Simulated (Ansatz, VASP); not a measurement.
# Two plane-wave programs on Si4BN3

```
Si B N
1.0
    -1.37336   -2.37752    0.00728
     1.37271   -2.37803    0.01126
    -0.11760   -0.17586   16.87969
Si B N
4 1 3
Cartesian
  -0.0381 -2.5783 8.1822
  -0.0343 -2.5877 5.7842
  -0.0275 -2.6063 0.9176
  -0.0314 -2.5967 3.3156
  -0.0890 -4.3894 13.0496
  -0.0884 -2.8046 13.0434
  -0.0389 -0.9904 8.8101
  -0.0268 -4.1944 0.2899
```

Alike in both runs: task single point; functional PBE; k mesh 10 × 10 × 2; occupations gaussian, width 0.2 eV; no spin polarisation.

```csv
,VASP,Ansatz
version,VASP 6.6.1,Ansatz 0.2.0
potentials or method,"VASP PAW PBE potentials, release 64 (Si, B, N), cutoff 520 eV","scalar-relativistic, plane waves, PAW"
valence electrons in the cell,34,34
```

Ansatz gave:

```
gap on the k mesh at the Fermi level (eV)                     : none
pressure (GPa)                                                : -0.1
traceless stress, the component that is largest in VASP (GPa) : -0.25
rms of the force components (eV/Å)                            : 0.038
```

What did VASP give for the same quantities?

gap on the k mesh at the Fermi level (eV): none; pressure (GPa): -0.2; traceless stress, the component that is largest in VASP (GPa): -0.36; rms of the force components (eV/Å): 0.039.

Atom by atom the forces differ by 0.011 eV/Å (rms over components). A gap of «none» marks a metal or a gap that the smearing closes. With one functional, cell and mesh, what is left measures potentials, basis and numerics.
